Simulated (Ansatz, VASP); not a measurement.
## SiC in VASP and in Ansatz

```
Si C
1.0
     3.01291    0.00000    0.00000
    -1.50645    2.60925    0.00000
     0.00000    0.00000    9.86507
Si C
4 4
Direct
  0.00000 0.00000 0.18789
  0.00000 0.00000 0.68789
  0.33333 0.66667 0.43784
  0.66667 0.33333 0.93784
  0.00000 0.00000 0.00046
  0.00000 0.00000 0.50046
  0.33333 0.66667 0.24980
  0.66667 0.33333 0.74980
```

Alike in both runs: task single point; functional PBEsol; dispersion D3(BJ); k mesh 10 × 10 × 3; occupations fermi-dirac, width 0.05 eV; no spin polarisation.

|  | VASP | Ansatz |
| --- | --- | --- |
| version | VASP 6.6.1 | Ansatz 0.2.0 |
| potentials or method | VASP PAW PBE potentials, release 64 (Si, C) | Ansatz PAW |
| plane-wave cutoff (eV) | 520 | 420 |
| valence electrons in the cell | 32 | 32 |

Ansatz gave:

* gap on the k mesh at the Fermi level (eV): 2.13
* least direct gap on the mesh (eV): 3.27
* pressure (GPa): 11.7
* traceless stress, the component that is largest in VASP (GPa): -0.25
* rms of the force components (eV/Å): 0.010

Problem. Which values does VASP return?

Solution. gap on the k mesh at the Fermi level (eV): 2.12; least direct gap on the mesh (eV): 3.26; pressure (GPa): 12.1; traceless stress, the component that is largest in VASP (GPa): -0.25; rms of the force components (eV/Å): 0.010.

VASP's potentials were made for PBE, not for PBEsol. Atom by atom the forces differ by 0.001 eV/Å (rms over components).

Noted on Ansatz's run: odd divisions of the mesh miss points on the zone boundary, where band edges often lie, so the gap on the mesh can be too wide.
